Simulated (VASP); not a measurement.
Set up this calculation in VASP 6.6.1, as the native input.

| Property | Result |
| --- | --- |
| Task | single point |
| Functional | PBEsol |
| Potentials or basis | VASP PAW PBE potentials, release 64 (Y_sv) |
| Cutoff | 520 eV |
| k mesh | 13 × 13 × 13 |
| Occupations | methfessel-paxton, width 0.1 eV |
| Spin | no spin polarisation |
| Dipole correction | no |
| Further INCAR settings | ALGO = Normal; EDIFF = 1e-07; NBANDS = 12 |

The structure of Y lies in POSCAR:

```
Y
1.0
    3.1988501268      0.0000000000      0.0000000000
    0.0000000000      3.1988501268      0.0000000000
    0.0000000000      0.0000000000      3.1988501268
Y
1
Direct
    0.0000000000      0.0000000000      0.0000000000
```

This isn't the form of Y at room conditions, which is hcp.

The input as run:

INCAR

```
SYSTEM = Y
  PREC = Accurate
  ENCUT = 520
  EDIFF = 1E-7
  ISMEAR = 1
  SIGMA = 0.1
  LREAL = .FALSE.
  LASPH = .TRUE.
  NELM = 60
  ALGO = Normal
  ISIF = 2
  LWAVE = .FALSE.
  LCHARG = .FALSE.
  GGA = PS
  NBANDS = 12
```

KPOINTS

```
regular mesh
0
G
  13 13 13
  0 0 0
```

Potentials or basis: VASP PAW PBE potentials, release 64 (Y_sv).

Run with:

```console
$ cat potpaw_PBE.64/Y_sv/POTCAR > POTCAR
$ mpirun -np 1 vasp_std > vasp.out
```

Results of the run:

```json
{"Pressure": "0.0 GPa", "Band gap on the k mesh": "zero (an odd number of electrons rules out a gap without spin polarisation)"}
```

Caveat: the PAW data sets were made with another functional, which shifts forces and pressure a little.

Wall time 31 s on 1 thread of Intel Xeon 8259CL, with other jobs on the host, peak memory 0.17 GiB.
